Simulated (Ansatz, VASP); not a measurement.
# HfC in VASP and in Ansatz

Contents of INCAR:

```
SYSTEM = HfC
  PREC = Accurate
  ENCUT = 520
  EDIFF = 1E-7
  ISMEAR = -1
  SIGMA = 0.08
  LREAL = .FALSE.
  LASPH = .TRUE.
  NELM = 80
  ALGO = Normal
  ISIF = 2
  LWAVE = .FALSE.
  LCHARG = .FALSE.
  GGA = PS
  NBANDS = 14
```

File KPOINTS:

```
regular mesh
0
G
  17 17 17
  0 0 0
```

File POSCAR:

```
HfC
1.0
    0.0000000000      2.2564560529      2.2564560529
    2.2564560529      0.0000000000      2.2564560529
    2.2564560529      2.2564560529      0.0000000000
Hf C
1 1
Direct
    0.0000000000      0.0000000000      0.0000000000
    0.5000000000      0.5000000000      0.5000000000
```

Input for Ansatz:

```yaml
crystal:
  lattice:
    - [0.0, 2.2564560529, 2.2564560529]
    - [2.2564560529, 0.0, 2.2564560529]
    - [2.2564560529, 2.2564560529, 0.0]
  atoms:
    - { symbol: Hf, position: [0.0, 0.0, 0.0] }
    - { symbol: C, position: [0.5, 0.5, 0.5] }
kpoints:
  mp_grid: { grid: [17, 17, 17] }
scf:
  occupations: { method: fermi_dirac, width: 0.08 }
hamiltonian:
  xc: pbesol
  pseudopotentials: { kind: paw }
output:
  forces: true
  stress: true
  eigenvalues: true
  populations: true
  write_density: true
  write_potential: true
  elf: true
  volumetric_format: npy
```

Change from the starting cell: volume scaled by 0.94, PAW files.

Alike in both runs: task single point; functional PBEsol; k mesh 17 × 17 × 17; occupations fermi-dirac, width 0.08 eV; no spin polarisation.

|  | VASP | Ansatz |
| --- | --- | --- |
| version | VASP 6.6.1 | Ansatz 0.2.0 |
| potentials or method | VASP PAW PBE potentials, release 64 (Hf_pv, C) | PAW with Ansatz's default frozen-core files, scalar-relativistic |
| plane-wave cutoff (eV) | 520 | 420 |
| valence electrons in the cell | 14 | 30 |

Ansatz gave:

| Quantity | Value |
| --- | --- |
| pressure (GPa) | 17.4 |

Question: Which values does VASP return?

Answer: Pressure (GPa): 17.5.

VASP's potentials were made for PBE, not for PBEsol. The functional is the same, so the differences come from potentials, cutoffs and numerics. VASP's potentials hold 14 valence electrons a cell and Ansatz's 30, so a difference there can come from the potentials and not from the codes.

Neither program's run includes spin-orbit coupling.
